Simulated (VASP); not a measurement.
# CaScBr5 (P4/mmm) in VASP: further runs

Aim: see how the results for CaScBr5 move with the level of theory and the settings. Levels: PBEsol, r2SCAN+rVV10. Tasks: single point, relaxation of cell and atoms.

All numbers are computed with VASP 6.6.1; they aren't measurements. Logs are shortened: lines on timing, memory, paths and dates and some standing lists are left out, and cuts for length are marked.

## (1) The cell of the first run

Symmetry: P4/mmm, No. 123, tetragonal system. Conventional cell: a = 4.682 Å, b = 4.682 Å, c = 8.146 Å, α = 90.00°, β = 90.00°, γ = 90.00°. Within 4.4 Å of Ca (site symmetry 4/mmm) lie 12 Br at 3.31 to 3.40 Å. Within 3.7 Å of Sc (site symmetry 4/mmm) lie 8 Br at 2.84 Å. Within 3.7 Å of Br (site symmetry 2mm) lie 2 Sc at 2.84 Å and 7 Br at 3.22 to 3.40 Å and 2 Ca at 3.40 Å. Within 4.4 Å of Br (site symmetry 4/mmm) lie 4 Ca at 3.31 Å and 8 Br at 3.40 Å and 2 Sc at 4.07 Å.

## (2) Single point, PBEsol

The input, INCAR:

```
PREC = Accurate
ENCUT = 520
EDIFF = 1E-7
ISMEAR = -1
SIGMA = 0.03
LREAL = False
LASPH = True
NELM = 80
ALGO = Normal
ISIF = 2
LWAVE = False
LCHARG = False
GGA = PS
NBANDS = 37
```

The input, KPOINTS:

```
Automatic mesh
0
Gamma
  4 4 2
```

The input, POSCAR:

```
CaScBr5
1.0
    4.6817038683      0.0000000000      0.0000000000
    0.0000000000      4.6817038683      0.0000000000
    0.0000000000      0.0000000000      8.1464747582
Ca Sc Br
1 1 5
Direct
    0.5000000000      0.5000000000      0.0000000000
    0.0000000000      0.0000000000      0.5000000000
    0.0000000000      0.5000000000      0.3026349210
    0.0000000000      0.5000000000      0.6973650790
    0.5000000000      0.0000000000      0.3026349210
    0.5000000000      0.0000000000      0.6973650790
    0.0000000000      0.0000000000      0.0000000000
```

Potentials or basis: VASP PAW PBE potentials, release 64 (Ca_sv, Sc_sv, Br).

Run with:

```sh
> cat potpaw_PBE.64/Ca_sv/POTCAR potpaw_PBE.64/Sc_sv/POTCAR potpaw_PBE.64/Br/POTCAR > POTCAR
> mpirun -np 1 vasp_std > vasp.out
```

OUTCAR:

```text
PREC = Accurate
   ENCUT = 520
   EDIFF = 1E-7
   ISMEAR = -1
   LREAL = False
   LASPH = True
   NELM = 80
   ISIF = 2
   GGA = PS

 ion  position               nearest neighbor table
   1  0.500  0.500  0.000-
   2  0.000  0.000  0.500-   3 2.84   4 2.84   5 2.84   6 2.84   3 2.84   4 2.84   5 2.84   6 2.84

   3  0.000  0.500  0.303-   2 2.84   2 2.84
   4  0.000  0.500  0.697-   2 2.84   2 2.84
   5  0.500  0.000  0.303-   2 2.84   2 2.84
   6  0.500  0.000  0.697-   2 2.84   2 2.84
   7  0.000  0.000  0.000-

  LATTYP: Found a simple tetragonal cell.
 ALAT       =     4.6817038683
 C/A-ratio  =     1.7400662211

  Lattice vectors:

 A1 = (   4.6817038683,   0.0000000000,   0.0000000000)
 A2 = (   0.0000000000,   4.6817038683,   0.0000000000)
 A3 = (   0.0000000000,   0.0000000000,   8.1464747582)

Analysis of symmetry for initial positions (statically):
=====================================================================
 Subroutine PRICEL returns:
 Original cell was already a primitive cell.

 Routine SETGRP: Setting up the symmetry group for a
 simple tetragonal supercell.

 Subroutine GETGRP returns: Found 16 space group operations
 (whereof 16 operations were pure point group operations)
 out of a pool of 16 trial point group operations.

The static configuration has the point symmetry D_4h.

Analysis of symmetry for dynamics (positions and initial velocities):
=====================================================================
 Subroutine PRICEL returns:
 Original cell was already a primitive cell.

 Routine SETGRP: Setting up the symmetry group for a
 simple tetragonal supercell.

 Subroutine GETGRP returns: Found 16 space group operations
 (whereof 16 operations were pure point group operations)
 out of a pool of 16 trial point group operations.

The dynamic configuration has the point symmetry D_4h.

 Subroutine INISYM returns: Found 16 space group operations
 (whereof 16 operations are pure point group operations),
 and found     1 'primitive' translations

----------------------------------------------------------------------------------------

                                     Primitive cell

  volume of cell :     178.5573

  direct lattice vectors                    reciprocal lattice vectors
     4.681703868  0.000000000  0.000000000     0.213597448  0.000000000  0.000000000
     0.000000000  4.681703868  0.000000000     0.000000000  0.213597448  0.000000000
     0.000000000  0.000000000  8.146474758     0.000000000  0.000000000  0.122752482

  length of vectors
     4.681703868  4.681703868  8.146474758     0.213597448  0.213597448  0.122752482

  position of ions in fractional coordinates (direct lattice)
     0.500000000  0.500000000  0.000000000
     0.000000000  0.000000000  0.500000000
     0.000000000  0.500000000  0.302634921
     0.000000000  0.500000000  0.697365079
     0.500000000  0.000000000  0.302634921
     0.500000000  0.000000000  0.697365079
     0.000000000  0.000000000  0.000000000

  ion indices of the primitive-cell ions
   primitive index   ion index
                 1           1
                 2           2
                 3           3
                 4           4
                 5           5
                 6           6
                 7           7

----------------------------------------------------------------------------------------

 KPOINTS: Automatic mesh

Automatic generation of k-mesh.
 Grid dimensions read from file:
 generate k-points for:    4    4    2

 Generating k-lattice:

  Cartesian coordinates                     Fractional coordinates (reciprocal lattice)
     0.053399362  0.000000000  0.000000000     0.250000000  0.000000000  0.000000000
     0.000000000  0.053399362  0.000000000     0.000000000  0.250000000  0.000000000
     0.000000000  0.000000000  0.061376241     0.000000000  0.000000000  0.500000000

  Length of vectors
     0.053399362  0.053399362  0.061376241

  Shift w.r.t. Gamma in fractional coordinates (k-lattice)
     0.000000000  0.000000000  0.000000000

 Subroutine IBZKPT returns following result:
 ===========================================

 Found     12 irreducible k-points:

 Following reciprocal coordinates:
            Coordinates               Weight
  0.000000  0.000000  0.000000      1.000000
  0.250000  0.000000  0.000000      4.000000
  0.500000  0.000000  0.000000      2.000000
  0.250000  0.250000  0.000000      4.000000
  0.500000  0.250000  0.000000      4.000000
  0.500000  0.500000  0.000000      1.000000
  0.000000  0.000000  0.500000      1.000000
  0.250000  0.000000  0.500000      4.000000
  0.500000  0.000000  0.500000      2.000000
  0.250000  0.250000  0.500000      4.000000
  0.500000  0.250000  0.500000      4.000000
  0.500000  0.500000  0.500000      1.000000
   k-points           NKPTS =     12   k-points in BZ     NKDIM =     12   number of bands    NBANDS=     37
   number of dos      NEDOS =    301   number of ions     NIONS =      7
   total plane-waves  NPLWV =  82944
   dimension x,y,z NGX =    36 NGY =   36 NGZ =   64
   dimension x,y,z NGXF=    72 NGYF=   72 NGZF=  128
   ions per type =               1   1   5
   NGX,Y,Z   is equivalent  to a cutoff of  12.78, 12.78, 13.06 a.u.
   NGXF,Y,Z  is equivalent  to a cutoff of  25.57, 25.57, 26.12 a.u.
 SYSTEM =  unknown system
   PREC   = accura    normal or accurate (medium, high low for compatibility)
   ISTART =      0    job   : 0-new  1-cont  2-samecut
   ICHARG =      2    charge: 1-file 2-atom 10-const
   ISPIN  =      1    spin polarized calculation?
   LNONCOLLINEAR =      F non collinear calculations
   LSORBIT =      F    spin-orbit coupling
   LASPH  =      T    aspherical Exc in radial PAW
   ENCUT  =  520.0 eV  38.22 Ry    6.18 a.u.   8.70  8.70 15.15*2*pi/ulx,y,z
   NELM   =     80;   NELMIN=  2; NELMDL= -5     # of ELM steps
   EDIFF  = 0.1E-06   stopping-criterion for ELM
   LREAL  =      F    real-space projection
   EDIFFG = 0.1E-05   stopping-criterion for IOM
   NSW    =      0    number of steps for IOM
   IBRION =     -1    ionic relax: 0-MD 1-quasi-New 2-CG
   NFREE  =      0    steps in history (QN), initial steepest desc. (CG)
   ISIF   =      2    stress and relaxation
   ISYM   =      2    0-nonsym 1-usesym 2-fastsym
   POTIM  = 0.5000    time-step for ionic-motion
   TEBEG  =    0.0;   TEEND  =   0.0 temperature during run
   PSTRESS=    0.0 pullay stress
   NELECT =      56.0000    total number of electrons
   NUPDOWN=      -1.0000    fix difference up-down
   EMIN   =  10.00;   EMAX   =-10.00  energy-range for DOS
   EFERMI =   0.00;   METHOD = LEGACY
   ISMEAR =    -1;   SIGMA  =   0.03  broadening in eV -4-tet -1-fermi 0-gaus
   EFERMI_NEDOS =   21; number of points for ismear=-14 and -15
   IALGO  =     38    algorithm
   IMIX   =      4    mixing-type and parameters
     AMIX     =   0.40;   BMIX     =  1.00
     AMIX_MAG =   1.60;   BMIX_MAG =  1.00
  volume/ion in A,a.u.               =      25.51       172.14
  Fermi-wavevector in a.u.,A,eV,Ry     =   1.112274  2.101892 16.832483  1.237153
  Thomas-Fermi vector in A             =   2.248846
   LORBIT       =      0    0 simple, 1 ext, 2 COOP (PROOUT), +10 PAW based schemes
   GGA     = PS    functional components
   LHFCALC =     F    Hartree Fock is set to
   AEXX    =    0.0000 exact exchange contribution
   IVDW    =     0    specifies the selected vdW correction
   LEPSILON=     F    determine dielectric tensor
   LRPA    =     F    only Hartree local field effects (RPA)
 non-spin polarized calculation
  energy-cutoff  :      520.00
  volume of cell :      178.56
 maximum number of plane-waves:      4822
 NGX is ok and might be reduce to    36
   NGX = 17   NGY = 17   NGZ = 31

 number of electron      56.0000005 magnetization

 Free energy of the ion-electron system (eV)
  ---------------------------------------------------
  ext. energy  EPLUGINS =         0.00000000
  ---------------------------------------------------
  free energy    TOTEN  =       -28.61855257 eV

  energy without entropy =      -28.61855257  energy(sigma->0) =      -28.61855257

 E-fermi :   3.3535     XC(G=0):  -9.4330

 val. band max:        2.8560119883   @ k =   0.5000   0.5000   0.0000
 cond. band min:       3.8463575208   @ k =   0.0000   0.0000   0.0000
 fundamental gap:      0.9903455325
 Fermi energy:         3.3534876561

 k-point     1 :       0.0000    0.0000    0.0000
  band No.  band energies     occupation
      1     -47.4298      2.00000
      2     -38.6280      2.00000
      3     -26.1015      2.00000
      4     -26.0759      2.00000
      5     -26.0759      2.00000
      6     -19.6478      2.00000
[... 29 lines left out ...]
     36       6.1303      0.00000
     37       6.3593      0.00000

 k-point     2 :       0.2500    0.0000    0.0000
  band No.  band energies     occupation
      1     -47.4298      2.00000
      2     -38.6278      2.00000
      3     -26.1006      2.00000
      4     -26.0805      2.00000
      5     -26.0758      2.00000
      6     -19.6485      2.00000
[... 29 lines left out ...]
     36       6.6747      0.00000
     37       6.8232      0.00000

 k-point     3 :       0.5000    0.0000    0.0000
  band No.  band energies     occupation
      1     -47.4297      2.00000
      2     -38.6277      2.00000
      3     -26.0996      2.00000
      4     -26.0850      2.00000
      5     -26.0756      2.00000
      6     -19.6557      2.00000
[... 29 lines left out ...]
     36       6.8183      0.00000
     37       7.0015      0.00000
[... 281 lines left out ...]
 k-point    11 :       0.5000    0.2500    0.5000
  band No.  band energies     occupation
      1     -47.4296      2.00000
      2     -38.6275      2.00000
      3     -26.0987      2.00000
      4     -26.0848      2.00000
      5     -26.0801      2.00000
      6     -19.6538      2.00000
[... 29 lines left out ...]
     36       6.8495      0.00000
     37       6.8582      0.00000

 k-point    12 :       0.5000    0.5000    0.5000
  band No.  band energies     occupation
      1     -47.4295      2.00000
      2     -38.6273      2.00000
      3     -26.0977      2.00000
      4     -26.0847      2.00000
      5     -26.0847      2.00000
      6     -19.6519      2.00000
[... 29 lines left out ...]
     36       6.5629      0.00000
     37       6.5635      0.00000

------------------------ aborting loop because EDIFF is reached ----------------------------------------

  FORCE on cell =-STRESS in cart. coord.  units (eV):
  Direction    XX          YY          ZZ          XY          YZ          ZX
  --------------------------------------------------------------------------------------
  -------------------------------------------------------------------------------------
  Total        0.1109243      0.1109243      0.0746600      0.0000000      0.0000000      0.0000000
  in kB        0.9953128      0.9953128      0.6699172      0.0000000      0.0000000      0.0000000
  external PRESSURE =       0.8868476 kB  Pullay stress =       0.0000000 kB

 VOLUME and BASIS-vectors are now :
 -----------------------------------------------------------------------------
  energy-cutoff  :      520.00
  volume of cell :      178.56
      direct lattice vectors                 reciprocal lattice vectors
     4.681703868  0.000000000  0.000000000     0.213597448  0.000000000  0.000000000
     0.000000000  4.681703868  0.000000000     0.000000000  0.213597448  0.000000000
     0.000000000  0.000000000  8.146474758     0.000000000  0.000000000  0.122752482

 POSITION                                       TOTAL-FORCE (eV/Angst)
 -----------------------------------------------------------------------------------
      2.34085      2.34085      0.00000        -0.000000      0.000000      0.000000
      0.00000      0.00000      4.07324        -0.000000      0.000000      0.000000
      0.00000      2.34085      2.46541        -0.000000      0.000000     -0.004629
      0.00000      2.34085      5.68107        -0.000000      0.000000      0.004629
      2.34085      0.00000      2.46541         0.000000      0.000000     -0.004629
      2.34085      0.00000      5.68107         0.000000      0.000000      0.004629
      0.00000      0.00000      0.00000        -0.000000      0.000000      0.000000
 -----------------------------------------------------------------------------------
    total drift:                                0.000000      0.000000      0.000000

  FREE ENERGIE OF THE ION-ELECTRON SYSTEM (eV)
  ---------------------------------------------------
  free  energy   TOTEN  =       -28.6185525748 eV

  energy  without entropy=      -28.6185525699  energy(sigma->0) =      -28.61855257
```

Run time: 3 min. Hardware: 1 thread of Intel Xeon 8259CL, shared host; peak memory 0.31 GiB.

Results:

- Free energy: -28.6186 eV
- Pressure: 0.1 GPa
- Largest force: 0.005 eV/Å
- Band gap on the k mesh: 0.99 eV (least direct gap 1.28 eV)

Forces on the atoms (eV/Å):
```
Ca   0.000  0.000  0.000
Sc   0.000  0.000  0.000
Br   0.000  0.000 -0.005
Br   0.000  0.000  0.005
Br   0.000  0.000 -0.005
Br   0.000  0.000  0.005
Br   0.000  0.000  0.000
```

Levels at points of the mesh, in eV from the valence-band top:
| k point | band 25 | band 26 | band 27 | band 28 | band 29 | band 30 | band 31 | band 32 |
| --- | --- | --- | --- | --- | --- | --- | --- | --- |
| (0.00, 0.00, 0.00) | -1.03 | -0.97 | -0.97 | -0.59 | 0.99 | 1.33 | 2.17 | 2.73 |
| (0.50, 0.00, 0.00) | -2.03 | -1.90 | -1.86 | -0.26 | 1.30 | 1.79 | 2.24 | 2.53 |
| (0.50, 0.50, 0.00) | -1.11 | -0.49 | -0.32 | 0.00 | 1.28 | 1.41 | 2.02 | 2.02 |
| (0.00, 0.00, 0.50) | -1.06 | -1.06 | -0.96 | -0.96 | 1.30 | 1.34 | 2.81 | 3.03 |
| (0.50, 0.00, 0.50) | -2.04 | -1.85 | -1.17 | -0.89 | 1.42 | 1.72 | 2.29 | 2.69 |
| (0.50, 0.50, 0.50) | -0.81 | -0.51 | -0.28 | -0.05 | 1.55 | 1.58 | 2.23 | 2.23 |

Caveat: the PAW data sets were made with another functional, which shifts forces and pressure a little. A k mesh can miss the band edges.

## (3) Relaxation of cell and atoms, PBEsol

This run uses another cell than the first one, of 33.26 Å³/atom.

The input, INCAR:

```
  PREC = Accurate
  ENCUT = 600
  EDIFF = 1E-6
  ISMEAR = -1
  SIGMA = 0.03
  LREAL = F
  LASPH = T
  NELM = 100
  ALGO = Normal
  ISIF = 3
  LWAVE = F
  LCHARG = F
  GGA = PS
  IBRION = 2
  NSW = 100
  EDIFFG = -0.01
```

KPOINTS is that of step 2.

The input, POSCAR:

```
CaScBr5
1.0
    5.0853117800      0.0000000000      0.0000000000
    0.0000000000      5.0853117800      0.0000000000
    0.0000000000      0.0000000000      9.0031485000
Ca Sc Br
1 1 5
Direct
    0.5000000000      0.5000000000      0.0000000000
    0.0000000000      0.0000000000      0.5000000000
    0.0000000000      0.5000000000      0.2963546500
    0.0000000000      0.5000000000      0.7036453500
    0.5000000000      0.0000000000      0.2963546500
    0.5000000000      0.0000000000      0.7036453500
    0.0000000000      0.0000000000      0.0000000000
```

Potentials or basis: VASP PAW PBE potentials, release 64 (Ca_sv, Sc_sv, Br).

Run with:

```sh
> cat potpaw_PBE.64/Ca_sv/POTCAR potpaw_PBE.64/Sc_sv/POTCAR potpaw_PBE.64/Br/POTCAR > POTCAR
> mpirun -np 1 vasp_std > vasp.out
```

Run time: 27 min. Hardware: 1 thread of Intel Xeon 8259CL, shared host; peak memory 0.45 GiB.

The run converged. Its results:

```
Free energy                           : -28.6238 eV
Relaxed volume                        : 25.55 Å³/atom
Relaxed cell                          : a = 4.686 Å, b = 4.686 Å, c = 8.144 Å, α = 90.00°, β = 90.00°, γ = 90.00°
Space group after relaxing (to 0.1 Å) : P4/mmm (No. 123)
Energy gained by relaxing             : 235.6 meV/atom
Ionic steps                           : 12
Pressure after relaxing               : 0.0 GPa
Largest force after relaxing          : 0.004 eV/Å
Band gap on the k mesh                : 1.00 eV (least direct gap 1.29 eV)
```

Forces on the atoms (eV/Å):
```
Ca   0.000  0.000  0.000
Sc   0.000  0.000  0.000
Br   0.000  0.000  0.004
Br   0.000  0.000 -0.004
Br   0.000  0.000  0.004
Br   0.000  0.000 -0.004
Br   0.000  0.000  0.000
```

Step by step:
| step | energy change (eV) | largest force (eV/Å) | pressure (GPa) | volume (Å³) |
| --- | --- | --- | --- | --- |
| 1 | 0.0000 | 0.6810 | -7.18 | 232.82 |
| 2 | -1.5910 | 0.2658 | -1.90 | 186.10 |
| 3 | -1.6438 | 0.1357 | -0.03 | 178.59 |
| 4 | -1.6436 | 0.1162 | 0.25 | 177.60 |
| 5 | -1.6482 | 0.0424 | 0.21 | 177.87 |
| 6 | -1.6488 | 0.0047 | 0.19 | 178.00 |
| 7 | -1.6493 | 0.0187 | -0.05 | 178.91 |
| 8 | -1.6493 | 0.0167 | -0.02 | 178.77 |
| 9 | -1.6493 | 0.0160 | -0.01 | 178.74 |
| 10 | -1.6493 | 0.0164 | 0.00 | 178.75 |
| 11 | -1.6494 | 0.0131 | -0.01 | 178.78 |
| 12 | -1.6495 | 0.0044 | 0.00 | 178.86 |

Final structure:
```
Ca Sc Br
1.0
     4.68647    0.00000    0.00000
     0.00000    4.68647    0.00000
     0.00000    0.00000    8.14383
Ca Sc Br
1 1 5
Direct
  0.50000 0.50000 0.00000
  0.00000 0.00000 0.50000
  0.00000 0.50000 0.30245
  0.00000 0.50000 0.69755
  0.50000 0.00000 0.30245
  0.50000 0.00000 0.69755
  0.00000 0.00000 0.00000
```

Levels at points of the mesh, in eV from the valence-band top:
```
           k point  band 25  band 26  band 27  band 28  band 29  band 30  band 31  band 32
(0.00, 0.00, 0.00)    -1.02    -0.97    -0.97    -0.58     1.00     1.34     2.18     2.75
(0.50, 0.00, 0.00)    -2.02    -1.88    -1.84    -0.25     1.31     1.80     2.24     2.53
(0.50, 0.50, 0.00)    -1.09    -0.49    -0.32     0.00     1.29     1.42     2.02     2.02
(0.00, 0.00, 0.50)    -1.06    -1.06    -0.96    -0.96     1.31     1.34     2.80     3.02
(0.50, 0.00, 0.50)    -2.02    -1.84    -1.15    -0.88     1.43     1.73     2.29     2.69
(0.50, 0.50, 0.50)    -0.80    -0.51    -0.28    -0.05     1.56     1.58     2.22     2.22
```

Caveat: the volume moved by over 15 % at a fixed basis, so the end points are rough; the PAW data sets were made with another functional, which shifts forces and pressure a little.

[end of part 1 of 2]
